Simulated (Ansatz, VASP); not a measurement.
# In2O3 in VASP and in Ansatz

Contents of POSCAR:

```
In2O3
1.0
    2.7539365886      1.5899860307      4.9747553814
   -2.7539365886      1.5899860307      4.9747553814
    0.0000000000     -3.1799720615      4.9747553814
In O
4 6
Direct
    0.3570704061      0.3570704061      0.3570704061
    0.1429295939      0.1429295939      0.1429295939
    0.6429295939      0.6429295939      0.6429295939
    0.8570704061      0.8570704061      0.8570704061
    0.5465740402      0.9534259598      0.2500000000
    0.2500000000      0.5465740402      0.9534259598
    0.9534259598      0.2500000000      0.5465740402
    0.4534259598      0.0465740402      0.7500000000
    0.7500000000      0.4534259598      0.0465740402
    0.0465740402      0.7500000000      0.4534259598
```

The input INCAR.step1:

```
ALGO = Normal ; EDIFF = 1E-4
ENCUT = 520 ; GGA = PE
ISMEAR = 0 ; LASPH = T
LCHARG = F ; LREAL = F
LWAVE = T ; NBANDS = 55
NELM = 80 ; PREC = Accurate
SIGMA = 0.05
```

INCAR.step2

```
ALGO = Normal ; EDIFF = 1E-6
ENCUT = 520 ; ISIF = 2
ISMEAR = 0 ; ISTART = 1
LASPH = T ; LCHARG = T
LELF = T ; LMIXTAU = T
LREAL = F ; LVHAR = T
LWAVE = F ; METAGGA = R2SCAN
NBANDS = 55 ; NELM = 80
PREC = Accurate ; SIGMA = 0.05
```

KPOINTS

```
k-points
0
Gamma
  6 6 6
```

Input for Ansatz:

```yaml
crystal:
  lattice:
    - [2.7539365886, 1.5899860307, 4.9747553814]
    - [-2.7539365886, 1.5899860307, 4.9747553814]
    - [0.0, -3.1799720615, 4.9747553814]
  atoms:
    - { symbol: In, position: [0.3570704061, 0.3570704061, 0.3570704061] }
    - { symbol: In, position: [0.1429295939, 0.1429295939, 0.1429295939] }
    - { symbol: In, position: [0.6429295939, 0.6429295939, 0.6429295939] }
    - { symbol: In, position: [0.8570704061, 0.8570704061, 0.8570704061] }
    - { symbol: O, position: [0.5465740402, 0.9534259598, 0.25] }
    - { symbol: O, position: [0.25, 0.5465740402, 0.9534259598] }
    - { symbol: O, position: [0.9534259598, 0.25, 0.5465740402] }
    - { symbol: O, position: [0.4534259598, 0.0465740402, 0.75] }
    - { symbol: O, position: [0.75, 0.4534259598, 0.0465740402] }
    - { symbol: O, position: [0.0465740402, 0.75, 0.4534259598] }
basis:
  ecutwfc: 500
kpoints:
  mp_grid: { grid: [6, 6, 6] }
hamiltonian:
  xc: r2scan
scf:
  occupations: { method: gaussian, width: 0.05 }
output:
  forces: true
  stress: true
  eigenvalues: true
```

Change from the starting cell: strain +0.000 along x and y, +0.025 along z, atoms carried along.

Alike in both runs: task single point; functional r2SCAN; k mesh 6 × 6 × 6; occupations gaussian, width 0.05 eV; no spin polarisation.

|  | VASP | Ansatz |
| --- | --- | --- |
| version | VASP 6.6.1 | Ansatz 0.2.0 |
| potentials or method | VASP PAW PBE potentials, release 64 (In_d, O), cutoff 520 eV | scalar-relativistic, plane waves, PAW |
| valence electrons in the cell | 88 | 88 |

|  | VASP | Ansatz | Ansatz less VASP |
| --- | --- | --- | --- |
| gap on the k mesh at the Fermi level (eV) | 1.64 | 1.63 | -0.008 |
| least direct gap on the mesh (eV) | 1.66 | 1.65 | -0.008 |
| pressure (GPa) | -2.8 | -3.8 | -0.98 |
| traceless stress, the component that is largest in VASP (GPa) | -2.63 | -2.53 | +0.096 |
| rms of the force components (eV/Å) | 0.079 | 0.083 | +0.0040 |

VASP's potentials were made for PBE, not for r2SCAN. Atom by atom the forces differ by 0.004 eV/Å (rms over components).
